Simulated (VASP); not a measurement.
Input of a VASP 6.6.1 run:

INCAR

```
SYSTEM = Ca4BeBi
PREC = Accurate
ENCUT = 520
EDIFF = 1E-6
ISMEAR = 0
SIGMA = 0.1
LREAL = .FALSE.
LASPH = .TRUE.
NELM = 80
ALGO = Fast
ISIF = 2
LWAVE = .FALSE.
LCHARG = .TRUE.
GGA = PE
LELF = .TRUE.
LVHAR = .TRUE.
NBANDS = 38
```

KPOINTS

```
Automatic mesh
0
G
  4 4 4
  0 0 0
```

Contents of POSCAR:

```
Ca4BeBi
1.0
    0.0000000000      4.6599397121      4.6599397121
    4.6599397121      0.0000000000      4.6599397121
    4.6599397121      4.6599397121      0.0000000000
Ca Be Bi
4 1 1
Direct
    0.3756329088      0.8731012737      0.3756329088
    0.3756329088      0.3756329088      0.8731012737
    0.3756329088      0.3756329088      0.3756329088
    0.8731012737      0.3756329088      0.3756329088
    0.0000000000      0.0000000000      0.0000000000
    0.7500000000      0.7500000000      0.7500000000
```

Potentials or basis: VASP PAW PBE potentials, release 64 (Ca_sv, Be, Bi_d).

The run is started by

```bash
$ cat potpaw_PBE.64/Ca_sv/POTCAR potpaw_PBE.64/Be/POTCAR potpaw_PBE.64/Bi_d/POTCAR > POTCAR
$ mpirun -np 1 vasp_std > vasp.out
```

Task: What does it give for the pressure?

Result: 0.2 GPa.

Task: Predict the largest force.

Result: 0.013 eV/Å.

Task: Estimate the band gap on the k mesh.

Result: Zero (an odd number of electrons rules out a gap without spin polarisation).

Forces on the atoms (eV/Å):
```
Ca   0.008 -0.008  0.008
Ca   0.008  0.008 -0.008
Ca  -0.008 -0.008 -0.008
Ca  -0.008  0.008  0.008
Be   0.000  0.000  0.000
Bi   0.000  0.000  0.000
```

Caveat: spin-orbit coupling is left out, which moves the levels of the heavy elements.
